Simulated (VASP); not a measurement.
ZrSi3:

```xyz
4
Lattice="4.9909 0.0000 0.0000 -2.4955 4.3223 0.0000 0.0000 0.0000 2.9929" Properties=species:S:1:pos:R:3 pbc="T T T"
Zr    0.0000    0.0000    1.4964
Si    2.4955    0.0000    0.0000
Si   -1.2477    2.1611    0.0000
Si    1.2477    2.1611    0.0000
```

| Item | Value |
| --- | --- |
| Program | VASP 6.6.1 |
| Task | relaxation of cell and atoms |
| Functional | PBE |
| Potentials or basis | VASP PAW PBE potentials, release 64 (Zr_sv, Si) |
| Cutoff | 600 eV |
| k mesh | 12 × 12 × 16 |
| Occupations | gaussian, width 0.1 eV |
| Spin | no spin polarisation |

At the start: pressure -0.2 GPa; volume 16.14 Å³/atom.

Q: Where does the relaxation end?

A: Over 9 steps the energy falls by 15.0 meV/atom and the volume is 15.96 Å³/atom (-1.1 %); space group P6/mmm (No. 191, to 0.05 Å).

Step by step:
```tsv
step	energy change (eV)	largest force (eV/Å)	pressure (GPa)	volume (Å³)
1	0.0000	0.0000	-0.25	64.56
2	-0.0178	0.0000	-0.31	64.32
3	-0.0540	0.0000	0.54	63.59
4	0.1756	0.0000	5.21	61.78
5	-0.0583	0.0000	0.75	63.43
6	-0.0588	0.0000	0.88	63.34
7	-0.0547	0.0000	-1.48	64.61
8	-0.0600	0.0000	0.11	63.74
9	-0.0601	0.0000	-0.03	63.82
```

Final structure:
```
Zr Si
1.0
     5.12305    0.00000    0.00000
    -2.56152    4.43669    0.00000
     0.00000    0.00000    2.80786
Zr Si
1 3
Direct
  0.00000 0.00000 0.50000
  0.50000 0.00000 0.00000
  0.00000 0.50000 0.00000
  0.50000 0.50000 0.00000
```
